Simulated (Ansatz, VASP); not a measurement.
**Ag in VASP and in Ansatz**

Contents of INCAR:

```
SYSTEM = Ag
ALGO = Normal
EDIFF = 1E-6
ENCUT = 520
GGA = PE
ISIF = 2
ISMEAR = 0
LASPH = .TRUE.
LCHARG = .TRUE.
LELF = .TRUE.
LREAL = .FALSE.
LVHAR = .TRUE.
LWAVE = .FALSE.
NBANDS = 12
NELM = 80
PREC = Accurate
SIGMA = 0.15
```

KPOINTS

```
k-points
0
G
  10 10 10
  0 0 0
```

File POSCAR:

```
Ag
1.0
    0.0000000000      2.1043930000      2.1043930000
    2.1043930000      0.0000000000      2.1043930000
    2.1043930000      2.1043930000      0.0000000000
Ag
1
Direct
    0.0000000000      0.0000000000      0.0000000000
```

Input for Ansatz:

```yaml
crystal:
  lattice:
    - [0.0, 2.104393, 2.104393]
    - [2.104393, 0.0, 2.104393]
    - [2.104393, 2.104393, 0.0]
  atoms:
    - { symbol: Ag, position: [0.0, 0.0, 0.0] }
basis:
  ecutwfc: 420
kpoints:
  mp_grid: { grid: [10, 10, 10] }
hamiltonian:
  xc: pbe
scf:
  occupations: { method: gaussian, width: 0.15 }
output:
  forces: true
  stress: true
  eigenvalues: true
```

Change from the starting cell: strain +0.030 along x and y, +0.030 along z, atoms carried along.

Alike in both runs: task single point; functional PBE; k mesh 10 × 10 × 10; occupations gaussian, width 0.15 eV; no spin polarisation.

|  | VASP | Ansatz |
| --- | --- | --- |
| version | VASP 6.6.1 | Ansatz 0.2.0 |
| potentials or method | VASP PAW PBE potentials, release 64 (Ag), cutoff 520 eV | scalar-relativistic, plane waves, PAW |
| valence electrons in the cell | 11 | 19 |

```csv
,VASP,Ansatz,Ansatz less VASP
gap on the k mesh at the Fermi level (eV),none,none,-
pressure (GPa),-3.4,-3.3,+0.07
```

A gap of «none» marks a metal or a gap that the smearing closes. With one functional, cell and mesh, what is left measures potentials, basis and numerics. VASP's potentials hold 11 valence electrons a cell and Ansatz's 19, so a difference there can come from the potentials and not from the codes.
